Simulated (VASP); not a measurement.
# Ta2Bi2O (P4/mmm) in VASP: notebook

Runs on Ta2Bi2O. Level: PBE. Tasks: single point, relaxation of cell and atoms.

Program: VASP 6.6.1. These are calculated values, not measurements. Logs are shortened: lines on timing, memory, paths and dates and some standing lists are left out, and cuts for length are marked.

## 1. The cell of the first run

The structure is tetragonal, space group P4/mmm (No. 123). The conventional cell has a = 4.122 Å, b = 4.122 Å, c = 8.110 Å, α = 90.00°, β = 90.00°, γ = 90.00°. Ta (site symmetry 4mm) has 1 Ta at 2.22 Å and 1 Bi at 2.94 Å and 4 O at 3.12 Å within 3.2 Å. Bi (site symmetry 4/mmm) has 4 Bi at 2.91 Å within 3.8 Å. Bi (site symmetry 4/mmm) has 4 Bi at 2.91 Å and 2 Ta at 2.94 Å within 3.8 Å. O (site symmetry 4/mmm) has 8 Ta at 3.12 Å and 2 Bi at 4.06 Å and 4 O at 4.12 Å within 4.2 Å.

The cell was generated, and may not be a known phase.

## 2. Single point, PBE

Input file INCAR:

```
SYSTEM = Ta2Bi2O
ALGO = Normal
EDIFF = 1E-6
ENCUT = 520
GGA = PE
ISIF = 2
ISMEAR = 0
LASPH = .True.
LCHARG = .False.
LREAL = .False.
LWAVE = .False.
NBANDS = 37
NELM = 80
PREC = Accurate
SIGMA = 0.15
```

Input file KPOINTS:

```
k-points
0
Gamma
  3 3 2
  0 0 0
```

Input file POSCAR:

```
Ta2Bi2O
1.0
    4.1220485963      0.0000000000      0.0000000000
    0.0000000000      4.1220485963      0.0000000000
    0.0000000000      0.0000000000      8.1103599812
Ta Bi O
2 2 1
Direct
    0.0000000000      0.0000000000      0.8628759800
    0.0000000000      0.0000000000      0.1371240200
    0.5000000000      0.5000000000      0.5000000000
    0.0000000000      0.0000000000      0.5000000000
    0.5000000000      0.5000000000      0.0000000000
```

Potentials or basis: VASP PAW PBE potentials, release 64 (Ta_pv, Bi_d, O).

Started as:

```sh
cat potpaw_PBE.64/Ta_pv/POTCAR potpaw_PBE.64/Bi_d/POTCAR potpaw_PBE.64/O/POTCAR > POTCAR
mpirun -np 1 vasp_std > vasp.out
```

OUTCAR:

```text
SYSTEM = Ta2Bi2O
   EDIFF = 1E-6
   ENCUT = 520
   GGA = PE
   ISIF = 2
   ISMEAR = 0
   LASPH = .True.
   LREAL = .False.
   NELM = 80
   PREC = Accurate

 ion  position               nearest neighbor table
   1  0.000  0.000  0.863-   2 2.22   4 2.94
   2  0.000  0.000  0.137-   1 2.22   4 2.94
   3  0.500  0.500  0.500-   4 2.91   4 2.91   4 2.91   4 2.91
   4  0.000  0.000  0.500-   3 2.91   3 2.91   3 2.91   3 2.91   1 2.94   2 2.94
   5  0.500  0.500  0.000-

  LATTYP: Found a simple tetragonal cell.
 ALAT       =     4.1220485963
 C/A-ratio  =     1.9675556442

  Lattice vectors:

 A1 = (   4.1220485963,   0.0000000000,   0.0000000000)
 A2 = (   0.0000000000,   4.1220485963,   0.0000000000)
 A3 = (   0.0000000000,   0.0000000000,   8.1103599812)

Analysis of symmetry for initial positions (statically):
=====================================================================
 Subroutine PRICEL returns:
 Original cell was already a primitive cell.

 Routine SETGRP: Setting up the symmetry group for a
 simple tetragonal supercell.

 Subroutine GETGRP returns: Found 16 space group operations
 (whereof 16 operations were pure point group operations)
 out of a pool of 16 trial point group operations.

The static configuration has the point symmetry D_4h.

Analysis of symmetry for dynamics (positions and initial velocities):
=====================================================================
 Subroutine PRICEL returns:
 Original cell was already a primitive cell.

 Routine SETGRP: Setting up the symmetry group for a
 simple tetragonal supercell.

 Subroutine GETGRP returns: Found 16 space group operations
 (whereof 16 operations were pure point group operations)
 out of a pool of 16 trial point group operations.

The dynamic configuration has the point symmetry D_4h.

 Subroutine INISYM returns: Found 16 space group operations
 (whereof 16 operations are pure point group operations),
 and found     1 'primitive' translations

----------------------------------------------------------------------------------------

                                     Primitive cell

  volume of cell :     137.8054

  direct lattice vectors                    reciprocal lattice vectors
     4.122048596  0.000000000  0.000000000     0.242597819  0.000000000  0.000000000
     0.000000000  4.122048596  0.000000000     0.000000000  0.242597819  0.000000000
     0.000000000  0.000000000  8.110359981     0.000000000  0.000000000  0.123299089

  length of vectors
     4.122048596  4.122048596  8.110359981     0.242597819  0.242597819  0.123299089

  position of ions in fractional coordinates (direct lattice)
     0.000000000  0.000000000  0.862875980
     0.000000000  0.000000000  0.137124020
     0.500000000  0.500000000  0.500000000
     0.000000000  0.000000000  0.500000000
     0.500000000  0.500000000  0.000000000

  ion indices of the primitive-cell ions
   primitive index   ion index
                 1           1
                 2           2
                 3           3
                 4           4
                 5           5

----------------------------------------------------------------------------------------

 KPOINTS: k-points

Automatic generation of k-mesh.
 Grid dimensions read from file:
 generate k-points for:    3    3    2

 Generating k-lattice:

  Cartesian coordinates                     Fractional coordinates (reciprocal lattice)
     0.080865940  0.000000000  0.000000000     0.333333333  0.000000000  0.000000000
     0.000000000  0.080865940  0.000000000     0.000000000  0.333333333  0.000000000
     0.000000000  0.000000000  0.061649545     0.000000000  0.000000000  0.500000000

  Length of vectors
     0.080865940  0.080865940  0.061649545

  Shift w.r.t. Gamma in fractional coordinates (k-lattice)
     0.000000000  0.000000000  0.000000000

 Subroutine IBZKPT returns following result:
 ===========================================

 Found      6 irreducible k-points:

 Following reciprocal coordinates:
            Coordinates               Weight
  0.000000  0.000000  0.000000      1.000000
  0.333333  0.000000  0.000000      4.000000
  0.333333  0.333333  0.000000      4.000000
  0.000000  0.000000  0.500000      1.000000
  0.333333  0.000000  0.500000      4.000000
  0.333333  0.333333  0.500000      4.000000
   k-points           NKPTS =      6   k-points in BZ     NKDIM =      6   number of bands    NBANDS=     37
   number of dos      NEDOS =    301   number of ions     NIONS =      5
   total plane-waves  NPLWV =  61440
   dimension x,y,z NGX =    32 NGY =   32 NGZ =   60
   dimension x,y,z NGXF=    64 NGYF=   64 NGZF=  120
   ions per type =               2   2   1
   NGX,Y,Z   is equivalent  to a cutoff of  12.91, 12.91, 12.30 a.u.
   NGXF,Y,Z  is equivalent  to a cutoff of  25.81, 25.81, 24.60 a.u.
 SYSTEM =  Ta2Bi2O
   PREC   = accura    normal or accurate (medium, high low for compatibility)
   ISTART =      0    job   : 0-new  1-cont  2-samecut
   ICHARG =      2    charge: 1-file 2-atom 10-const
   ISPIN  =      1    spin polarized calculation?
   LNONCOLLINEAR =      F non collinear calculations
   LSORBIT =      F    spin-orbit coupling
   LASPH  =      T    aspherical Exc in radial PAW
   ENCUT  =  520.0 eV  38.22 Ry    6.18 a.u.   7.66  7.66 15.08*2*pi/ulx,y,z
   NELM   =     80;   NELMIN=  2; NELMDL= -5     # of ELM steps
   EDIFF  = 0.1E-05   stopping-criterion for ELM
   LREAL  =      F    real-space projection
   EDIFFG = 0.1E-04   stopping-criterion for IOM
   NSW    =      0    number of steps for IOM
   IBRION =     -1    ionic relax: 0-MD 1-quasi-New 2-CG
   NFREE  =      0    steps in history (QN), initial steepest desc. (CG)
   ISIF   =      2    stress and relaxation
   ISYM   =      2    0-nonsym 1-usesym 2-fastsym
   POTIM  = 0.5000    time-step for ionic-motion
   TEBEG  =    0.0;   TEEND  =   0.0 temperature during run
   PSTRESS=    0.0 pullay stress
   NELECT =      58.0000    total number of electrons
   NUPDOWN=      -1.0000    fix difference up-down
   EMIN   =  10.00;   EMAX   =-10.00  energy-range for DOS
   EFERMI =   0.00;   METHOD = LEGACY
   ISMEAR =     0;   SIGMA  =   0.15  broadening in eV -4-tet -1-fermi 0-gaus
   EFERMI_NEDOS =   21; number of points for ismear=-14 and -15
   IALGO  =     38    algorithm
   IMIX   =      4    mixing-type and parameters
     AMIX     =   0.40;   BMIX     =  1.00
     AMIX_MAG =   1.60;   BMIX_MAG =  1.00
  volume/ion in A,a.u.               =      27.56       185.99
  Fermi-wavevector in a.u.,A,eV,Ry     =   1.226861  2.318431 20.479327  1.505188
  Thomas-Fermi vector in A             =   2.361846
   LORBIT       =      0    0 simple, 1 ext, 2 COOP (PROOUT), +10 PAW based schemes
   GGA     = PE    functional components
   LHFCALC =     F    Hartree Fock is set to
   AEXX    =    0.0000 exact exchange contribution
   IVDW    =     0    specifies the selected vdW correction
   LEPSILON=     F    determine dielectric tensor
   LRPA    =     F    only Hartree local field effects (RPA)
 non-spin polarized calculation
 Gauss-broadening in eV      SIGMA  =   0.15
  energy-cutoff  :      520.00
  volume of cell :      137.81
 maximum number of plane-waves:      3719
 NGX is ok and might be reduce to    30
   NGX = 15   NGY = 15   NGZ = 31

 number of electron      57.9999996 magnetization

 Free energy of the ion-electron system (eV)
  ---------------------------------------------------
  ext. energy  EPLUGINS =         0.00000000
  ---------------------------------------------------
  free energy    TOTEN  =       -27.88579224 eV

  energy without entropy =      -27.82124346  energy(sigma->0) =      -27.85351785

 E-fermi :   4.3564     XC(G=0):  -9.7587

 val. band max:        4.3433984138   @ k =   0.3333   0.3333   0.0000
 cond. band min:       4.3780665323   @ k =   0.3333   0.0000   0.0000
 fundamental gap:      0.0346681185
 Fermi energy:         4.3564386834

 k-point     1 :       0.0000    0.0000    0.0000
  band No.  band energies     occupation
      1     -31.4075      2.00000
      2     -30.7595      2.00000
      3     -30.7595      2.00000
      4     -30.3782      2.00000
      5     -30.3782      2.00000
      6     -28.6963      2.00000
[... 29 lines left out ...]
     36       7.2626      0.00000
     37       7.2626      0.00000

 k-point     2 :       0.3333    0.0000    0.0000
  band No.  band energies     occupation
      1     -31.4065      2.00000
      2     -30.7700      2.00000
      3     -30.7586      2.00000
      4     -30.3865      2.00000
      5     -30.3776      2.00000
      6     -28.6957      2.00000
[... 29 lines left out ...]
     36       7.0968      0.00000
     37       7.1623      0.00000

 k-point     3 :       0.3333    0.3333    0.0000
  band No.  band energies     occupation
      1     -31.4056      2.00000
      2     -30.7691      2.00000
      3     -30.7690      2.00000
      4     -30.3859      2.00000
      5     -30.3858      2.00000
      6     -28.6951      2.00000
[... 29 lines left out ...]
     36       6.8738      0.00000
     37       7.5683      0.00000

 k-point     4 :       0.0000    0.0000    0.5000
  band No.  band energies     occupation
      1     -31.4057      2.00000
      2     -30.7595      2.00000
      3     -30.7595      2.00000
      4     -30.3781      2.00000
      5     -30.3781      2.00000
      6     -28.6998      2.00000
[... 29 lines left out ...]
     36       7.8225      0.00000
     37       8.1396      0.00000

 k-point     5 :       0.3333    0.0000    0.5000
  band No.  band energies     occupation
      1     -31.4047      2.00000
      2     -30.7701      2.00000
      3     -30.7587      2.00000
      4     -30.3864      2.00000
      5     -30.3776      2.00000
      6     -28.6992      2.00000
[... 29 lines left out ...]
     36       6.7646      0.00000
     37       6.8187      0.00000

 k-point     6 :       0.3333    0.3333    0.5000
  band No.  band energies     occupation
      1     -31.4038      2.00000
      2     -30.7691      2.00000
      3     -30.7690      2.00000
      4     -30.3858      2.00000
      5     -30.3858      2.00000
      6     -28.6986      2.00000
[... 29 lines left out ...]
     36       7.3092      0.00000
     37       7.4881      0.00000

------------------------ aborting loop because EDIFF is reached ----------------------------------------

  FORCE on cell =-STRESS in cart. coord.  units (eV):
  Direction    XX          YY          ZZ          XY          YZ          ZX
  --------------------------------------------------------------------------------------
  -------------------------------------------------------------------------------------
  Total        0.3299572      0.3299572      0.3235263      0.0000000      0.0000000      0.0000000
  in kB        3.8362051      3.8362051      3.7614378      0.0000000      0.0000000      0.0000000
  external PRESSURE =       3.8112827 kB  Pullay stress =       0.0000000 kB

 VOLUME and BASIS-vectors are now :
 -----------------------------------------------------------------------------
  energy-cutoff  :      520.00
  volume of cell :      137.81
      direct lattice vectors                 reciprocal lattice vectors
     4.122048596  0.000000000  0.000000000     0.242597819  0.000000000  0.000000000
     0.000000000  4.122048596  0.000000000     0.000000000  0.242597819  0.000000000
     0.000000000  0.000000000  8.110359981     0.000000000  0.000000000  0.123299089

 POSITION                                       TOTAL-FORCE (eV/Angst)
 -----------------------------------------------------------------------------------
      0.00000      0.00000      6.99823         0.000000     -0.000000     -0.144970
      0.00000      0.00000      1.11213         0.000000      0.000000      0.144970
      2.06102      2.06102      4.05518         0.000000     -0.000000      0.000000
      0.00000      0.00000      4.05518         0.000000     -0.000000      0.000000
      2.06102      2.06102      0.00000         0.000000     -0.000000      0.000000
 -----------------------------------------------------------------------------------
    total drift:                                0.000000      0.000000     -0.000000

  FREE ENERGIE OF THE ION-ELECTRON SYSTEM (eV)
  ---------------------------------------------------
  free  energy   TOTEN  =       -27.8857922447 eV

  energy  without entropy=      -27.8212434562  energy(sigma->0) =      -27.85351785
```

It took 27 s on 1 thread of Intel Xeon Platinum 8488C (Sapphire Rapids), shared host; peak memory 0.25 GiB.

Results:

```yaml
Free_energy: -27.8858 eV
Pressure: 0.4 GPa
Largest_force: 0.145 eV/Å
Band_gap_on_the_k_mesh: zero (bands 29 and 30 overlap by 0.97 eV)
```

Forces in eV/Å, atoms in the order of the input:
```
Ta   0.000  0.000 -0.145
Ta   0.000  0.000  0.145
Bi   0.000  0.000  0.000
Bi   0.000  0.000  0.000
O    0.000  0.000  0.000
```

Levels at points of the mesh, in eV from the Fermi level:
```
           k point  band 26  band 27  band 28  band 29  band 30  band 31  band 32  band 33
(0.00, 0.00, 0.00)    -2.18    -1.00    -0.53    -0.28    -0.28     0.64     0.79     1.37
(0.00, 0.00, 0.50)    -1.65    -0.99    -0.54    -0.54    -0.23     0.59     0.77     0.79
```

Caveat: the k points lie up to 0.51 Å⁻¹ apart, too coarse for converged energies and pressures of a metal; spin-orbit coupling is left out, which moves the levels of the heavy elements.

(Continued in part 2 of 2.)

The gap in the log of VASP goes by the Fermi energy; the results here count the filled bands.